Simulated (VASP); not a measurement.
# KTaO3 (Pm-3m) in VASP: a series of runs, part 2 of 2

VASP 6.6.1. The steps go on from the part before.

## (4) Single point, PBE (volume 13.562 Å^3 an atom, c/a of the conventional cell 1.0000)

The input, INCAR:

```
ALGO     = Normal         # electronic algorithm
EDIFF    = 1E-6           # SCF threshold, eV
ENCUT    = 520            # plane-wave cutoff, eV
GGA      = PE             # functional
ISIF     = 2              # what is computed and relaxed
ISMEAR   = 0              # smearing method
LASPH    = True           # aspherical terms in the spheres
LCHARG   = True           # write CHGCAR
LELF     = True           # ELF
LREAL    = False          # projectors in reciprocal space
LVHAR    = True         
LWAVE    = False          # write WAVECAR
NBANDS   = 27             # bands
NELM     = 100            # most SCF steps
PREC     = Accurate       # precision mode
SIGMA    = 0.05           # smearing width, eV
```

The input, KPOINTS:

```
k-points
0
Gamma
  8 8 8
```

The input, POSCAR:

```
KTaO3
1.0
    4.0778500142      0.0000000000      0.0000000000
    0.0000000000      4.0778500142      0.0000000000
    0.0000000000      0.0000000000      4.0778500142
K Ta O
1 1 3
Direct
    0.5000000000      0.5000000000      0.5000000000
    0.0000000000      0.0000000000      0.0000000000
    0.5000000000      0.0000000000      0.0000000000
    0.0000000000      0.5000000000      0.0000000000
    0.0000000000      0.0000000000      0.5000000000
```

Potentials or basis: VASP PAW PBE potentials, release 64 (K_sv, Ta_pv, O).

On the command line:

```console
$ cat potpaw_PBE.64/K_sv/POTCAR potpaw_PBE.64/Ta_pv/POTCAR potpaw_PBE.64/O/POTCAR > POTCAR
$ mpirun -np 1 vasp_std > vasp.out
```

OUTCAR:

```text
EDIFF = 1E-6
   ENCUT = 520
   GGA = PE
   ISIF = 2
   ISMEAR = 0
   LASPH = True
   LREAL = False
   NELM = 100
   PREC = Accurate

 ion  position               nearest neighbor table
   1  0.500  0.500  0.500-   3 2.88   4 2.88   5 2.88   3 2.88   4 2.88   3 2.88   5 2.88   3 2.88
                             4 2.88   5 2.88   4 2.88   5 2.88   2 3.53   2 3.53   2 3.53   2 3.53
   2  0.000  0.000  0.000-   3 2.04   4 2.04   5 2.04   5 2.04   4 2.04   3 2.04   1 3.53   1 3.53
                             1 3.53   1 3.53   1 3.53   1 3.53   1 3.53   1 3.53
   3  0.500  0.000  0.000-   2 2.04   2 2.04   1 2.88   1 2.88   1 2.88   1 2.88
   4  0.000  0.500  0.000-   2 2.04   2 2.04   1 2.88   1 2.88   1 2.88   1 2.88
   5  0.000  0.000  0.500-   2 2.04   2 2.04   1 2.88   1 2.88   1 2.88   1 2.88

  LATTYP: Found a simple cubic cell.
 ALAT       =     4.0778500142

  Lattice vectors:

 A1 = (   4.0778500142,   0.0000000000,   0.0000000000)
 A2 = (   0.0000000000,   4.0778500142,   0.0000000000)
 A3 = (   0.0000000000,   0.0000000000,   4.0778500142)

Analysis of symmetry for initial positions (statically):
=====================================================================
 Subroutine PRICEL returns:
 Original cell was already a primitive cell.

 Routine SETGRP: Setting up the symmetry group for a
 simple cubic supercell.

 Subroutine GETGRP returns: Found 48 space group operations
 (whereof 48 operations were pure point group operations)
 out of a pool of 48 trial point group operations.

The static configuration has the point symmetry O_h .

Analysis of symmetry for dynamics (positions and initial velocities):
=====================================================================
 Subroutine PRICEL returns:
 Original cell was already a primitive cell.

 Routine SETGRP: Setting up the symmetry group for a
 simple cubic supercell.
[... 123 lines left out ...]
   NUPDOWN=      -1.0000    fix difference up-down
   EMIN   =  10.00;   EMAX   =-10.00  energy-range for DOS
   EFERMI =   0.00;   METHOD = LEGACY
   ISMEAR =     0;   SIGMA  =   0.05  broadening in eV -4-tet -1-fermi 0-gaus
   EFERMI_NEDOS =   21; number of points for ismear=-14 and -15
   IALGO  =     38    algorithm
   IMIX   =      4    mixing-type and parameters
     AMIX     =   0.40;   BMIX     =  1.00
     AMIX_MAG =   1.60;   BMIX_MAG =  1.00
  volume/ion in A,a.u.               =      13.56        91.52
  Fermi-wavevector in a.u.,A,eV,Ry     =   1.349703  2.550568 24.785697  1.821697
  Thomas-Fermi vector in A             =   2.477268
   LORBIT       =      0    0 simple, 1 ext, 2 COOP (PROOUT), +10 PAW based schemes
   GGA     = PE    functional components
   LHFCALC =     F    Hartree Fock is set to
   AEXX    =    0.0000 exact exchange contribution
   IVDW    =     0    specifies the selected vdW correction
   LEPSILON=     F    determine dielectric tensor
   LRPA    =     F    only Hartree local field effects (RPA)
 non-spin polarized calculation
 Gauss-broadening in eV      SIGMA  =   0.05
  energy-cutoff  :      520.00
  volume of cell :       67.81
 maximum number of plane-waves:      1856
   NGX = 15   NGY = 15   NGZ = 15

 number of electron      37.9999987 magnetization

 Free energy of the ion-electron system (eV)
  ---------------------------------------------------
  ext. energy  EPLUGINS =         0.00000000
  ---------------------------------------------------
  free energy    TOTEN  =       -41.02105982 eV

  energy without entropy =      -41.02105982  energy(sigma->0) =      -41.02105982

 E-fermi :   1.5827     XC(G=0): -10.5310

 val. band max:        1.3587522287   @ k =   0.5000   0.5000   0.5000
 cond. band min:       3.3838574662   @ k =   0.0000   0.0000   0.0000
 fundamental gap:      2.0251052376
 Fermi energy:         1.5826928244

 k-point     1 :       0.0000    0.0000    0.0000
  band No.  band energies     occupation
      1     -33.0659      2.00000
      2     -33.0659      2.00000
      3     -33.0659      2.00000
      4     -26.0270      2.00000
      5     -15.9526      2.00000
      6     -15.2722      2.00000
[... 709 lines left out ...]
     26      11.7639      0.00000
     27      11.8517      0.00000

 [... further k-points ...]
[... 5 lines left out ...]
  --------------------------------------------------------------------------------------
  -------------------------------------------------------------------------------------
  Total       -2.6879906     -2.6879906     -2.6879906     -0.0000000     -0.0000000      0.0000000
  in kB      -63.5103623    -63.5103623    -63.5103623     -0.0000000     -0.0000000      0.0000000
  external PRESSURE =     -63.5103623 kB  Pullay stress =       0.0000000 kB

 VOLUME and BASIS-vectors are now :
 -----------------------------------------------------------------------------
  energy-cutoff  :      520.00
  volume of cell :       67.81
      direct lattice vectors                 reciprocal lattice vectors
     4.077850014  0.000000000  0.000000000     0.245227264  0.000000000  0.000000000
     0.000000000  4.077850014  0.000000000     0.000000000  0.245227264  0.000000000
     0.000000000  0.000000000  4.077850014     0.000000000  0.000000000  0.245227264

 POSITION                                       TOTAL-FORCE (eV/Angst)
 -----------------------------------------------------------------------------------
      2.03893      2.03893      2.03893         0.000000      0.000000      0.000000
      0.00000      0.00000      0.00000         0.000000      0.000000      0.000000
      2.03893      0.00000      0.00000         0.000000      0.000000      0.000000
      0.00000      2.03893      0.00000         0.000000      0.000000      0.000000
      0.00000      0.00000      2.03893         0.000000      0.000000      0.000000
 -----------------------------------------------------------------------------------
    total drift:                                0.000000     -0.000000      0.000000

  FREE ENERGIE OF THE ION-ELECTRON SYSTEM (eV)
  ---------------------------------------------------
  free  energy   TOTEN  =       -41.0210598164 eV

  energy  without entropy=      -41.0210598164  energy(sigma->0) =      -41.02105982
```

Wall time 31 s (1 thread of AMD EPYC 9R45 (Zen 5), shared host); peak memory 0.18 GiB.

What came out:

| Property | Result |
| --- | --- |
| Free energy | -41.0211 eV |
| Pressure | -6.4 GPa |
| Band gap on the k mesh | 2.03 eV, indirect (least direct gap 2.66 eV) |

Caveat: spin-orbit coupling is left out, which moves the levels of the heavy elements. A k mesh can miss the band edges.

## (5) The runs side by side

| cell | gap on the mesh (eV) | pressure (GPa) |
| --- | --- | --- |
| a = 3.915 Å, 5 atoms | 2.30 | 19.7 |
| a = 3.970 Å, 5 atoms | 2.21 | 9.1 |
| a = 4.078 Å, 5 atoms | 2.03 | -6.4 |

Alike in all rows: task single point; level PBE; potentials or basis VASP PAW PBE potentials, release 64 (K_sv, Ta_pv, O); no spin polarisation; k mesh 8 × 8 × 8; cutoff (eV) 520; smearing gaussian 0.05 eV.

Caveats: spin-orbit coupling is left out, which moves the levels of the heavy elements.

Total energies depend on the potentials used, so only differences within one code and one set of settings carry meaning.
